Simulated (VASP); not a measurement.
Wanted: the native input for a VASP 6.6.1 run.

```yaml
Task: single point
Functional: PBE
Potentials_or_basis: VASP PAW PBE potentials, release 64 (Ni_sv_GW, O)
Cutoff: 700 eV
k_mesh: 5 × 5 × 5
Occupations: gaussian, width 0.05 eV
Spin: collinear spin, ferromagnetic start
Starting_moments: "[2.0, 0.0] μB"
Hubbard_terms: Ni d U = 6.2 eV
Dipole_correction: no
Further_INCAR_settings: ALGO = Normal; EDIFF = 1e-06; NBANDS = 23
```

The structure of NiO lies in POSCAR:

```
NiO
1.0
    0.0000000000      2.2685246777      2.2685246777
    2.2685246777      0.0000000000      2.2685246777
    2.2685246777      2.2685246777      0.0000000000
Ni O
1 1
Direct
    0.0000000000      0.0000000000      0.0000000000
    0.2500000000      0.2500000000      0.2500000000
```

The input as run:

INCAR

```
ALGO     = Normal         # electronic algorithm
EDIFF    = 1E-6           # SCF threshold, eV
ENCUT    = 700            # plane-wave cutoff, eV
GGA      = PE             # functional
GGA_COMPAT= False        
ISIF     = 2              # what is computed and relaxed
ISMEAR   = 0              # smearing method
ISPIN    = 2              # spin polarisation
LASPH    = True           # aspherical terms in the spheres
LCHARG   = False          # write CHGCAR
LDAU     = True           # DFT+U
LDAUJ    = 0 0          
LDAUL    = 2 -1           # shell
LDAUPRINT= 1            
LDAUTYPE = 2            
LDAUU    = 6.2 0          # U, eV
LMAXMIX  = 4              # l up to which the mixer works
LORBIT   = 11             # projections on sites
LREAL    = False          # projectors in reciprocal space
LWAVE    = False          # write WAVECAR
MAGMOM   = 2 0            # initial moments
NBANDS   = 23             # bands
NELM     = 200            # most SCF steps
PREC     = Accurate       # precision mode
SIGMA    = 0.05           # smearing width, eV
```

KPOINTS

```
k-points
0
Gamma
  5 5 5
```

Potentials or basis: VASP PAW PBE potentials, release 64 (Ni_sv_GW, O).

Launch:

```bash
$ cat potpaw_PBE.64/Ni_sv_GW/POTCAR potpaw_PBE.64/O/POTCAR > POTCAR
$ mpirun -np 1 vasp_std > vasp.out
```

It gave:

| Quantity | Value |
| --- | --- |
| Pressure | -3.2 GPa |
| Band gap on the k mesh | zero (filled and empty bands overlap) |
| Net moment | 2.02 μB per cell |
| Site moments | Ni +1.75; O +0.27 μB |
| Valence electrons inside the program's atomic spheres | Ni 16.16; O 4.99 |

Caveat: the k points lie up to 0.48 Å⁻¹ apart, too coarse for converged energies and pressures of a metal; a cell with one magnetic atom can't hold antiferromagnetic order, which such compounds often take.

It took 16 s on 1 thread of AMD EPYC 9R45 96-Core Processor (Zen 5), on a shared host, peak memory 0.16 GiB.
